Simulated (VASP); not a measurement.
Write the native input for VASP 6.6.1 that does the following.

```yaml
Task: single point
Functional: HSE06
Potentials_or_basis: VASP PAW PBE potentials, release 64 (Zr_sv)
Cutoff: 520 eV
k_mesh: 6 × 6 × 4
Occupations: fermi-dirac, width 0.05 eV
Spin: no spin polarisation
Dipole_correction: no
Grid_for_exact_exchange_PRECFOCK: Normal
Further_INCAR_settings: ALGO = Normal; EDIFF = 1e-07; NBANDS = 19
Share_of_exact_exchange: 0.25
Screening_parameter: 0.2079 1/Å
```

The system is Zr.

```xyz
2
Lattice="3.2320 0.0000 0.0000 -1.6160 2.7990 0.0000 0.0000 0.0000 5.1470" Properties=species:S:1:pos:R:3 pbc="T T T"
Zr    1.6160    0.9330    3.8603
Zr    0.0000    1.8660    1.2868
```

The input as run:

POSCAR

```
Zr
1.0
    3.2320000000      0.0000000000      0.0000000000
   -1.6160000000      2.7989941050      0.0000000000
    0.0000000000      0.0000000000      5.1470000000
Zr
2
Direct
    0.6666666667      0.3333333333      0.7500000000
    0.3333333333      0.6666666667      0.2500000000
```

INCAR.step1

```
SYSTEM = Zr
ALGO = Normal
EDIFF = 1E-5
ENCUT = 520
GGA = PE
ISIF = 2
ISMEAR = -1
LASPH = .True.
LCHARG = .False.
LREAL = .False.
LWAVE = .True.
NBANDS = 19
NELM = 100
PREC = Accurate
SIGMA = 0.05
```

INCAR.step2

```
SYSTEM = Zr
ALGO = Normal
EDIFF = 1E-7
ENCUT = 520
GGA = PE
HFSCREEN = 0.2079
ISIF = 2
ISMEAR = -1
ISTART = 1
LASPH = .True.
LCHARG = .False.
LHFCALC = .True.
LREAL = .False.
LWAVE = .False.
NBANDS = 19
NELM = 100
PREC = Accurate
PRECFOCK = Normal
SIGMA = 0.05
```

KPOINTS

```
k-points
0
Gamma
  6 6 4
  0 0 0
```

Potentials or basis: VASP PAW PBE potentials, release 64 (Zr_sv).

Launch:

```sh
$ cat potpaw_PBE.64/Zr_sv/POTCAR > POTCAR
$ cp INCAR.step1 INCAR
$ mpirun -np 1 vasp_std > vasp.out
$ cp INCAR.step2 INCAR
$ mpirun -np 1 vasp_std > vasp.out
```

It gave:

```json
{
 "Pressure": "0.7 GPa",
 "Band gap on the k mesh": "zero (bands 12 and 13 overlap by 1.52 eV)"
}
```

Caveat: the k points lie up to 0.37 Å⁻¹ apart, too coarse for converged energies and pressures of a metal; the PAW data sets were made with another functional, which shifts forces and pressure a little.

Wall time 85 min on 1 thread of Intel(R) Xeon(R) Platinum 8259CL CPU @ 2.50GHz (Skylake/Cascade Lake), with other jobs on the host, peak memory 0.28 GiB.
